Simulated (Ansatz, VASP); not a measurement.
# Rh in VASP and in Ansatz

Contents of INCAR:

```
  PREC = Accurate
  ENCUT = 520
  EDIFF = 1E-6
  ISMEAR = 0
  SIGMA = 0.15
  LREAL = False
  LASPH = True
  NELM = 80
  ALGO = Fast
  ISIF = 2
  LWAVE = False
  LCHARG = False
  GGA = PE
  NBANDS = 22
```

Contents of KPOINTS:

```
regular mesh
0
Gamma
  21 21 12
```

POSCAR

```
Rh
1.0
    2.6976479511      0.0000000000      0.0000000000
   -1.3488239756      2.3362316561      0.0000000000
    0.0000000000      0.0000000000      4.4740491269
Rh
2
Direct
    0.6666666667      0.3333333333      0.7500000000
    0.3333333333      0.6666666667      0.2500000000
```

Input for Ansatz:

```yaml
crystal:
  lattice:
    - [2.6976479511, 0.0, 0.0]
    - [-1.3488239756, 2.3362316561, 0.0]
    - [0.0, 0.0, 4.4740491269]
  atoms:
    - { symbol: Rh, position: [0.6666666667, 0.3333333333, 0.75] }
    - { symbol: Rh, position: [0.3333333333, 0.6666666667, 0.25] }
basis:
  ecutwfc: 420
kpoints:
  mp_grid: { grid: [21, 21, 12] }
hamiltonian:
  xc: pbe
  pseudopotentials: { kind: paw, azcp: { folder: soft_1 } }
scf:
  occupations: { method: gaussian, width: 0.15 }
output:
  forces: true
  stress: true
  eigenvalues: true
```

Alike in both runs: task single point; functional PBE; k mesh 21 × 21 × 12; occupations gaussian, width 0.15 eV; no spin polarisation.

|  | VASP | Ansatz |
| --- | --- | --- |
| version | VASP 6.6.1 | Ansatz 0.2.0 |
| potentials or method | VASP PAW PBE potentials, release 64 (Rh_pv), cutoff 520 eV | scalar-relativistic, plane waves, PAW |
| valence electrons in the cell | 30 | 34 |

|  | VASP | Ansatz | Ansatz less VASP |
| --- | --- | --- | --- |
| gap on the k mesh at the Fermi level (eV) | none | none | - |
| pressure (GPa) | 0.3 | 0.2 | -0.12 |
| traceless stress, the component that is largest in VASP (GPa) | -4.72 | -4.72 | -0.003 |

A gap of «none» marks a metal or a gap that the smearing closes. The functional is the same, so the differences come from potentials, cutoffs and numerics. VASP's potentials hold 30 valence electrons a cell and Ansatz's 34, so a difference there can come from the potentials and not from the codes.
